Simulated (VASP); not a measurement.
Wanted: the native input for a VASP 6.6.1 run.

```yaml
Task: single point
Functional: LDA
Potentials_or_basis: VASP PAW LDA potentials, release 64 (Ru_pv, Ir)
Cutoff: 520 eV
k_mesh: 12 × 12 × 12
Occupations: methfessel-paxton, width 0.1 eV
Spin: no spin polarisation
Dipole_correction: no
Further_INCAR_settings: ALGO = Normal; EDIFF = 1e-06; NBANDS = 18
```

The structure of IrRu lies in POSCAR:

```
IrRu
1.0
    1.3481430000      0.7783510000      4.4257830000
   -1.3481430000      0.7783510000      4.4257830000
    0.0000000000     -1.5567010000      4.4257830000
Ru Ir
1 1
Direct
    0.5000000000      0.5000000000      0.5000000000
    0.0000000000      0.0000000000      0.0000000000
```

These files were run (other wordings do the same):

INCAR

```
SYSTEM = IrRu
ALGO = Normal ; EDIFF = 1E-6
ENCUT = 520 ; GGA = CA
ISIF = 2 ; ISMEAR = 1
LASPH = .TRUE. ; LCHARG = .TRUE.
LELF = .TRUE. ; LREAL = .FALSE.
LVHAR = .TRUE. ; LWAVE = .FALSE.
NBANDS = 18 ; NELM = 60
PREC = Accurate ; SIGMA = 0.1
```

KPOINTS

```
k-points
0
G
  12 12 12
  0 0 0
```

Potentials or basis: VASP PAW LDA potentials, release 64 (Ru_pv, Ir).

The run is started by

```bash
$ cat potpaw_LDA.64/Ru_pv/POTCAR potpaw_LDA.64/Ir/POTCAR > POTCAR
$ mpirun -np 1 vasp_std > vasp.out
```

It gave:

```json
{
  "Pressure": "-10.4 GPa",
  "Band gap on the k mesh": "zero (an odd number of electrons rules out a gap without spin polarisation)"
}
```

Caveat: the cell stands under tension; spin-orbit coupling is left out, which moves the levels of the heavy elements.

Run time: 2.9 min on 1 thread of AMD EPYC 7R13 Processor (Zen 3) (shared host), peak memory 0.23 GiB.
